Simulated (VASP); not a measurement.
# GaGe3 (Pm-3m) in VASP: a series of runs, part 2 of 2

VASP 6.6.1. The steps go on from the part before.

### Step 4. Single point, PBE

Input file INCAR:

```
SYSTEM = GaGe3
PREC = Accurate ; ENCUT = 520
EDIFF = 1E-6 ; ISMEAR = -1
SIGMA = 0.1 ; LREAL = .FALSE.
LASPH = .TRUE. ; NELM = 100
ALGO = Normal ; ISIF = 2
LWAVE = .FALSE. ; LCHARG = .FALSE.
GGA = PE ; NBANDS = 36
```

Input file KPOINTS:

```
regular mesh
0
G
  6 6 6
  0 0 0
```

Input file POSCAR:

```
GaGe3
1.0
    4.2784660000      0.0000000000      0.0000000000
    0.0000000000      4.2784660000      0.0000000000
    0.0000000000      0.0000000000      4.2784660000
Ga Ge
1 3
Direct
    0.0000000000      0.0000000000      0.0000000000
    0.0000000000      0.5000000000      0.5000000000
    0.5000000000      0.0000000000      0.5000000000
    0.5000000000      0.5000000000      0.0000000000
```

Potentials or basis: VASP PAW PBE potentials, release 64 (Ga_d, Ge_d).

The run is started by

```console
cat potpaw_PBE.64/Ga_d/POTCAR potpaw_PBE.64/Ge_d/POTCAR > POTCAR
mpirun -np 1 vasp_std > vasp.out
```

OUTCAR:

```text
SYSTEM = GaGe3
   PREC = Accurate
   ENCUT = 520
   EDIFF = 1E-6
   ISMEAR = -1
   LREAL = .FALSE.
   LASPH = .TRUE.
   NELM = 100
   ISIF = 2
   GGA = PE

 ion  position               nearest neighbor table
   1  0.000  0.000  0.000-
   2  0.000  0.500  0.500-
   3  0.500  0.000  0.500-
   4  0.500  0.500  0.000-

  LATTYP: Found a simple cubic cell.
 ALAT       =     4.2784660000

  Lattice vectors:

 A1 = (   4.2784660000,   0.0000000000,   0.0000000000)
 A2 = (   0.0000000000,   4.2784660000,   0.0000000000)
 A3 = (   0.0000000000,   0.0000000000,   4.2784660000)

Analysis of symmetry for initial positions (statically):
=====================================================================
 Subroutine PRICEL returns:
 Original cell was already a primitive cell.

 Routine SETGRP: Setting up the symmetry group for a
 simple cubic supercell.

 Subroutine GETGRP returns: Found 48 space group operations
 (whereof 48 operations were pure point group operations)
 out of a pool of 48 trial point group operations.

The static configuration has the point symmetry O_h .

Analysis of symmetry for dynamics (positions and initial velocities):
=====================================================================
 Subroutine PRICEL returns:
 Original cell was already a primitive cell.

 Routine SETGRP: Setting up the symmetry group for a
 simple cubic supercell.

 Subroutine GETGRP returns: Found 48 space group operations
 (whereof 48 operations were pure point group operations)
 out of a pool of 48 trial point group operations.

The dynamic configuration has the point symmetry O_h .

 Subroutine INISYM returns: Found 48 space group operations
 (whereof 48 operations are pure point group operations),
 and found     1 'primitive' translations

----------------------------------------------------------------------------------------

                                     Primitive cell

  volume of cell :      78.3185

  direct lattice vectors                    reciprocal lattice vectors
     4.278466000  0.000000000  0.000000000     0.233728631  0.000000000  0.000000000
     0.000000000  4.278466000  0.000000000     0.000000000  0.233728631  0.000000000
     0.000000000  0.000000000  4.278466000     0.000000000  0.000000000  0.233728631

  length of vectors
     4.278466000  4.278466000  4.278466000     0.233728631  0.233728631  0.233728631

  position of ions in fractional coordinates (direct lattice)
     0.000000000  0.000000000  0.000000000
     0.000000000  0.500000000  0.500000000
     0.500000000  0.000000000  0.500000000
     0.500000000  0.500000000  0.000000000

  ion indices of the primitive-cell ions
   primitive index   ion index
                 1           1
                 2           2
                 3           3
                 4           4

----------------------------------------------------------------------------------------

 KPOINTS: regular mesh

Automatic generation of k-mesh.
 Grid dimensions read from file:
 generate k-points for:    6    6    6

 Generating k-lattice:

  Cartesian coordinates                     Fractional coordinates (reciprocal lattice)
     0.038954772  0.000000000  0.000000000     0.166666667  0.000000000  0.000000000
     0.000000000  0.038954772  0.000000000     0.000000000  0.166666667  0.000000000
     0.000000000  0.000000000  0.038954772     0.000000000  0.000000000  0.166666667

  Length of vectors
     0.038954772  0.038954772  0.038954772

  Shift w.r.t. Gamma in fractional coordinates (k-lattice)
     0.000000000  0.000000000  0.000000000

 Subroutine IBZKPT returns following result:
 ===========================================

 Found     20 irreducible k-points:

 Following reciprocal coordinates:
            Coordinates               Weight
  0.000000  0.000000  0.000000      1.000000
  0.166667  0.000000  0.000000      6.000000
  0.333333  0.000000  0.000000      6.000000
  0.500000  0.000000  0.000000      3.000000
  0.166667  0.166667  0.000000     12.000000
  0.333333  0.166667  0.000000     24.000000
[... 12 lines left out ...]
  0.500000  0.500000  0.333333      6.000000
  0.500000  0.500000  0.500000      1.000000
   k-points           NKPTS =     20   k-points in BZ     NKDIM =     20   number of bands    NBANDS=     36
   number of dos      NEDOS =    301   number of ions     NIONS =      4
   total plane-waves  NPLWV =  32768
   dimension x,y,z NGX =    32 NGY =   32 NGZ =   32
   dimension x,y,z NGXF=    64 NGYF=   64 NGZF=   64
   ions per type =               1   3
   NGX,Y,Z   is equivalent  to a cutoff of  12.43, 12.43, 12.43 a.u.
   NGXF,Y,Z  is equivalent  to a cutoff of  24.87, 24.87, 24.87 a.u.
 SYSTEM =  GaGe3
   PREC   = accura    normal or accurate (medium, high low for compatibility)
   ISTART =      0    job   : 0-new  1-cont  2-samecut
   ICHARG =      2    charge: 1-file 2-atom 10-const
   ISPIN  =      1    spin polarized calculation?
   LNONCOLLINEAR =      F non collinear calculations
   LSORBIT =      F    spin-orbit coupling
   LASPH  =      T    aspherical Exc in radial PAW
   ENCUT  =  520.0 eV  38.22 Ry    6.18 a.u.   7.96  7.96  7.96*2*pi/ulx,y,z
   NELM   =    100;   NELMIN=  2; NELMDL= -5     # of ELM steps
   EDIFF  = 0.1E-05   stopping-criterion for ELM
   LREAL  =      F    real-space projection
   EDIFFG = 0.1E-04   stopping-criterion for IOM
   NSW    =      0    number of steps for IOM
   IBRION =     -1    ionic relax: 0-MD 1-quasi-New 2-CG
   NFREE  =      0    steps in history (QN), initial steepest desc. (CG)
   ISIF   =      2    stress and relaxation
   ISYM   =      2    0-nonsym 1-usesym 2-fastsym
   POTIM  = 0.5000    time-step for ionic-motion
   TEBEG  =    0.0;   TEEND  =   0.0 temperature during run
   PSTRESS=    0.0 pullay stress
   NELECT =      55.0000    total number of electrons
   NUPDOWN=      -1.0000    fix difference up-down
   EMIN   =  10.00;   EMAX   =-10.00  energy-range for DOS
   EFERMI =   0.00;   METHOD = LEGACY
   ISMEAR =    -1;   SIGMA  =   0.10  broadening in eV -4-tet -1-fermi 0-gaus
   EFERMI_NEDOS =   21; number of points for ismear=-14 and -15
   IALGO  =     38    algorithm
   IMIX   =      4    mixing-type and parameters
     AMIX     =   0.40;   BMIX     =  1.00
     AMIX_MAG =   1.60;   BMIX_MAG =  1.00
  volume/ion in A,a.u.               =      19.58       132.13
  Fermi-wavevector in a.u.,A,eV,Ry     =   1.455150  2.749834 28.809797  2.117460
  Thomas-Fermi vector in A             =   2.572218
   LORBIT       =      0    0 simple, 1 ext, 2 COOP (PROOUT), +10 PAW based schemes
   GGA     = PE    functional components
   LHFCALC =     F    Hartree Fock is set to
   AEXX    =    0.0000 exact exchange contribution
   IVDW    =     0    specifies the selected vdW correction
   LEPSILON=     F    determine dielectric tensor
   LRPA    =     F    only Hartree local field effects (RPA)
 non-spin polarized calculation
  energy-cutoff  :      520.00
  volume of cell :       78.32
 maximum number of plane-waves:      2176
 NGX is ok and might be reduce to    32
   NGX = 15   NGY = 15   NGZ = 15

 number of electron      54.9999920 magnetization

 Free energy of the ion-electron system (eV)
  ---------------------------------------------------
  ext. energy  EPLUGINS =         0.00000000
  ---------------------------------------------------
  free energy    TOTEN  =       -15.44860157 eV

  energy without entropy =      -15.36383598  energy(sigma->0) =      -15.40621878

 E-fermi :   6.1626     XC(G=0): -11.0431

 val. band max:        6.1221252950   @ k =   0.3333   0.0000   0.0000
 cond. band min:       6.1902146343   @ k =   0.5000   0.5000   0.0000
 fundamental gap:      0.0680893393
 Fermi energy:         6.1626267478

 k-point     1 :       0.0000    0.0000    0.0000
  band No.  band energies     occupation
      1     -18.6559      2.00000
      2     -18.6559      2.00000
      3     -18.6559      2.00000
      4     -18.6453      2.00000
      5     -18.6132      2.00000
      6     -18.6132      2.00000
[... 28 lines left out ...]
     35      12.7822      0.00000
     36      13.1502      0.00000
[... 710 lines left out ...]
      6     -18.6207      2.00000
[... 28 lines left out ...]
     35      14.6481      0.00000
     36      14.6481      0.00000

------------------------ aborting loop because EDIFF is reached ----------------------------------------

  FORCE on cell =-STRESS in cart. coord.  units (eV):
  Direction    XX          YY          ZZ          XY          YZ          ZX
  --------------------------------------------------------------------------------------
  -------------------------------------------------------------------------------------
  Total       -0.0518046     -0.0518046     -0.0518046      0.0000000      0.0000000     -0.0000000
  in kB       -1.0597764     -1.0597764     -1.0597764      0.0000000      0.0000000     -0.0000000
  external PRESSURE =      -1.0597764 kB  Pullay stress =       0.0000000 kB

 VOLUME and BASIS-vectors are now :
 -----------------------------------------------------------------------------
  energy-cutoff  :      520.00
  volume of cell :       78.32
      direct lattice vectors                 reciprocal lattice vectors
     4.278466000  0.000000000  0.000000000     0.233728631  0.000000000  0.000000000
     0.000000000  4.278466000  0.000000000     0.000000000  0.233728631  0.000000000
     0.000000000  0.000000000  4.278466000     0.000000000  0.000000000  0.233728631

 POSITION                                       TOTAL-FORCE (eV/Angst)
 -----------------------------------------------------------------------------------
      0.00000      0.00000      0.00000         0.000000      0.000000      0.000000
      0.00000      2.13923      2.13923         0.000000      0.000000      0.000000
      2.13923      0.00000      2.13923         0.000000      0.000000      0.000000
      2.13923      2.13923      0.00000         0.000000      0.000000      0.000000
 -----------------------------------------------------------------------------------
    total drift:                                0.000000     -0.000000     -0.000000

  FREE ENERGIE OF THE ION-ELECTRON SYSTEM (eV)
  ---------------------------------------------------
  free  energy   TOTEN  =       -15.4486015718 eV

  energy  without entropy=      -15.3638359798  energy(sigma->0) =      -15.40621878
```

stdout:

```text
POSCAR found type information on POSCAR GaGe
 POSCAR found :  2 types and       4 ions
 scaLAPACK will be used
 LDA part: xc-table for (Slater+PW92), standard interpolation
 POSCAR, INCAR and KPOINTS ok, starting setup
 FFT: planning ... GRIDC
 FFT: planning ... GRID_SOFT
 FFT: planning ... GRID
 WAVECAR not read
 entering main loop
```

It took 20 s on 1 thread of Intel Xeon Platinum 8488C (Sapphire Rapids), shared host; peak memory 0.19 GiB.

Results:

| Property | Result |
| --- | --- |
| Free energy | -15.4486 eV |
| Pressure | -0.1 GPa |

### Step 5. Single point, PBE

Input file INCAR:

```
SYSTEM = GaGe3
PREC = Accurate ; ENCUT = 520
EDIFF = 1E-6 ; ISMEAR = -1
SIGMA = 0.05 ; LREAL = .FALSE.
LASPH = .TRUE. ; NELM = 60
ALGO = Normal ; ISIF = 2
LWAVE = .FALSE. ; LCHARG = .TRUE.
GGA = PE ; LELF = .TRUE.
LVHAR = .TRUE. ; NBANDS = 36
```

KPOINTS is that of step 4.

POSCAR is that of step 4.

Potentials or basis: VASP PAW PBE potentials, release 64 (Ga_d, Ge_d).

The run is started by

```console
cat potpaw_PBE.64/Ga_d/POTCAR potpaw_PBE.64/Ge_d/POTCAR > POTCAR
mpirun -np 1 vasp_std > vasp.out
```

OUTCAR:

```text
SYSTEM = GaGe3
   PREC = Accurate
   ENCUT = 520
   EDIFF = 1E-6
   ISMEAR = -1
   LREAL = .FALSE.
   LASPH = .TRUE.
   NELM = 60
   ISIF = 2
   GGA = PE

 ion  position               nearest neighbor table
   1  0.000  0.000  0.000-
   2  0.000  0.500  0.500-
   3  0.500  0.000  0.500-
   4  0.500  0.500  0.000-

  LATTYP: Found a simple cubic cell.
 ALAT       =     4.2784660000

  Lattice vectors:

 A1 = (   4.2784660000,   0.0000000000,   0.0000000000)
 A2 = (   0.0000000000,   4.2784660000,   0.0000000000)
 A3 = (   0.0000000000,   0.0000000000,   4.2784660000)

Analysis of symmetry for initial positions (statically):
=====================================================================
 Subroutine PRICEL returns:
 Original cell was already a primitive cell.

 Routine SETGRP: Setting up the symmetry group for a
 simple cubic supercell.

 Subroutine GETGRP returns: Found 48 space group operations
 (whereof 48 operations were pure point group operations)
[... 159 lines left out ...]
  free energy    TOTEN  =       -15.41538498 eV

  energy without entropy =      -15.39258333  energy(sigma->0) =      -15.40398415

 E-fermi :   6.1419     XC(G=0): -11.0431

 val. band max:        6.1221115661   @ k =   0.3333   0.0000   0.0000
 cond. band min:       6.1848938540   @ k =   0.5000   0.5000   0.0000
 fundamental gap:      0.0627822879
 Fermi energy:         6.1418954178

 k-point     1 :       0.0000    0.0000    0.0000
  band No.  band energies     occupation
      1     -18.6579      2.00000
      2     -18.6579      2.00000
      3     -18.6579      2.00000
      4     -18.6477      2.00000
      5     -18.6142      2.00000
      6     -18.6142      2.00000
[... 769 lines left out ...]
     35      14.6520      0.00000
     36      14.6520      0.00000

------------------------ aborting loop because EDIFF is reached ----------------------------------------

  FORCE on cell =-STRESS in cart. coord.  units (eV):
  Direction    XX          YY          ZZ          XY          YZ          ZX
  --------------------------------------------------------------------------------------
  -------------------------------------------------------------------------------------
  Total       -0.0228746     -0.0228746     -0.0228746      0.0000000      0.0000000      0.0000000
  in kB       -0.4679499     -0.4679499     -0.4679499      0.0000000      0.0000000      0.0000000
  external PRESSURE =      -0.4679499 kB  Pullay stress =       0.0000000 kB

 VOLUME and BASIS-vectors are now :
 -----------------------------------------------------------------------------
  energy-cutoff  :      520.00
  volume of cell :       78.32
      direct lattice vectors                 reciprocal lattice vectors
     4.278466000  0.000000000  0.000000000     0.233728631  0.000000000  0.000000000
     0.000000000  4.278466000  0.000000000     0.000000000  0.233728631  0.000000000
     0.000000000  0.000000000  4.278466000     0.000000000  0.000000000  0.233728631

 POSITION                                       TOTAL-FORCE (eV/Angst)
 -----------------------------------------------------------------------------------
      0.00000      0.00000      0.00000         0.000000      0.000000      0.000000
      0.00000      2.13923      2.13923         0.000000      0.000000      0.000000
      2.13923      0.00000      2.13923         0.000000      0.000000      0.000000
      2.13923      2.13923      0.00000         0.000000      0.000000      0.000000
 -----------------------------------------------------------------------------------
    total drift:                                0.000000     -0.000000     -0.000000

  FREE ENERGIE OF THE ION-ELECTRON SYSTEM (eV)
  ---------------------------------------------------
  free  energy   TOTEN  =       -15.4153849811 eV

  energy  without entropy=      -15.3925833257  energy(sigma->0) =      -15.40398415
```

Wall time 21 s (1 thread of Intel Xeon Platinum 8488C (Sapphire Rapids), shared host); peak memory 0.2 GiB.

Results:

- Free energy: -15.4154 eV
- Pressure: 0.0 GPa

### Step 6. Single point, PBE

Input file INCAR:

```
SYSTEM = GaGe3
  PREC = Accurate
  ENCUT = 520
  EDIFF = 1E-6
  ISMEAR = -1
  SIGMA = 0.025
  LREAL = .False.
  LASPH = .True.
  NELM = 80
  ALGO = Normal
  ISIF = 2
  LWAVE = .False.
  LCHARG = .False.
  GGA = PE
  NBANDS = 36
```

Input file KPOINTS:

```
regular mesh
0
Gamma
  6 6 6
  0 0 0
```

POSCAR is that of step 5.

Potentials or basis: VASP PAW PBE potentials, release 64 (Ga_d, Ge_d).

The run is started by

```console
cat potpaw_PBE.64/Ga_d/POTCAR potpaw_PBE.64/Ge_d/POTCAR > POTCAR
mpirun -np 1 vasp_std > vasp.out
```

Run time: 20 s. Hardware: 1 thread of Intel Xeon Platinum 8488C (Sapphire Rapids), shared host; peak memory 0.2 GiB.

It converged, with:

| Quantity | Value |
| --- | --- |
| Free energy | -15.4068 eV |
| Pressure | 0.0 GPa |

Levels at points of the mesh, in eV from the Fermi level:
```
           k point  band 26  band 27  band 28  band 29  band 30  band 31
(0.00, 0.00, 0.00)    -3.76    -3.31     2.61     2.61     2.61     3.55
(0.50, 0.00, 0.00)    -1.91    -1.30    -1.30    -0.01     0.23     4.39
(0.50, 0.50, 0.00)    -0.16    -0.16     0.06     0.25     0.25     0.68
(0.50, 0.50, 0.50)    -4.87    -4.87    -4.87     6.61     6.61     6.68
```

### Step 7. Summary

```tsv
smearing	gap on the mesh (eV)	pressure (GPa)
fermi-dirac 0.25 eV	none	0.0
fermi-dirac 0.15 eV	none	-0.1
fermi-dirac 0.1 eV	none	-0.1
fermi-dirac 0.05 eV	none	0.0
fermi-dirac 0.025 eV	none	0.0
```

Alike in all rows: task single point; level PBE; potentials or basis VASP PAW PBE potentials, release 64 (Ga_d, Ge_d); no spin polarisation; cell as given; k mesh 6 × 6 × 6; cutoff (eV) 520.

Every run on the cell as given and a fine mesh finds a metal.

Total energies depend on the potentials used, so only differences within one code and one set of settings carry meaning.
